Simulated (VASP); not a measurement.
Wanted: the native input for a VASP 6.6.1 run.

- Task: single point
- Functional: r2SCAN
- Potentials or basis: VASP PAW PBE potentials, release 64 (Sc_sv, Al)
- Cutoff: 520 eV
- k mesh: 5 × 5 × 5
- Occupations: fermi-dirac, width 0.05 eV
- Spin: no spin polarisation
- Dipole correction: no
- Further INCAR settings: ALGO = Normal; EDIFF = 1e-06; NBANDS = 26

The system is Sc3Al.

```xyz
4
Lattice="4.4320 0.0000 0.0000 0.0000 4.4320 0.0000 0.0000 0.0000 4.4320" Properties=species:S:1:pos:R:3 pbc="T T T"
Sc    2.2160    0.0000    2.2160
Sc    0.0000    2.2160    2.2160
Sc    2.2160    2.2160    0.0000
Al    0.0000    0.0000    0.0000
```

These files were run (other wordings do the same):

POSCAR

```
Sc3Al
1.0
    4.4319880000      0.0000000000      0.0000000000
    0.0000000000      4.4319880000      0.0000000000
    0.0000000000      0.0000000000      4.4319880000
Sc Al
3 1
Direct
    0.5000000000      0.0000000000      0.5000000000
    0.0000000000      0.5000000000      0.5000000000
    0.5000000000      0.5000000000      0.0000000000
    0.0000000000      0.0000000000      0.0000000000
```

INCAR.step1

```
PREC     = Accurate       # precision mode
ENCUT    = 520            # plane-wave cutoff, eV
ISMEAR   = -1             # smearing method
SIGMA    = 0.05           # smearing width, eV
LREAL    = F              # projectors in reciprocal space
LASPH    = T              # aspherical terms in the spheres
NELM     = 80             # most SCF steps
NBANDS   = 26             # bands
GGA      = PE             # functional
ALGO     = Normal         # electronic algorithm
EDIFF    = 1E-4           # SCF threshold, eV
LWAVE    = T              # write WAVECAR
LCHARG   = F              # write CHGCAR
```

INCAR.step2

```
PREC     = Accurate       # precision mode
ENCUT    = 520            # plane-wave cutoff, eV
EDIFF    = 1E-6           # SCF threshold, eV
ISMEAR   = -1             # smearing method
SIGMA    = 0.05           # smearing width, eV
LREAL    = F              # projectors in reciprocal space
LASPH    = T              # aspherical terms in the spheres
NELM     = 80             # most SCF steps
ALGO     = Normal         # electronic algorithm
ISIF     = 2              # what is computed and relaxed
LWAVE    = F              # write WAVECAR
LCHARG   = F              # write CHGCAR
METAGGA  = R2SCAN         # meta-GGA
LMIXTAU  = T            
NBANDS   = 26             # bands
ISTART   = 1
```

KPOINTS

```
Automatic mesh
0
Gamma
  5 5 5
```

Potentials or basis: VASP PAW PBE potentials, release 64 (Sc_sv, Al).

Command:

```bash
$ cat potpaw_PBE.64/Sc_sv/POTCAR potpaw_PBE.64/Al/POTCAR > POTCAR
$ cp INCAR.step1 INCAR
$ mpirun -np 1 vasp_std > vasp.out
$ cp INCAR.step2 INCAR
$ mpirun -np 1 vasp_std > vasp.out
```

Results of the run:

| Item | Value |
| --- | --- |
| Pressure | 0.1 GPa |
| Band gap on the k mesh | zero (band 18 reaches 5.04 eV, above the bottom of band 19 at 4.05 eV) |

Caveat: the PAW data sets were made with another functional, which shifts forces and pressure a little.

Wall time 83 s on 1 thread of Intel(R) Xeon(R) Platinum 8488C (Sapphire Rapids), with other jobs on the host, peak memory 0.21 GiB.
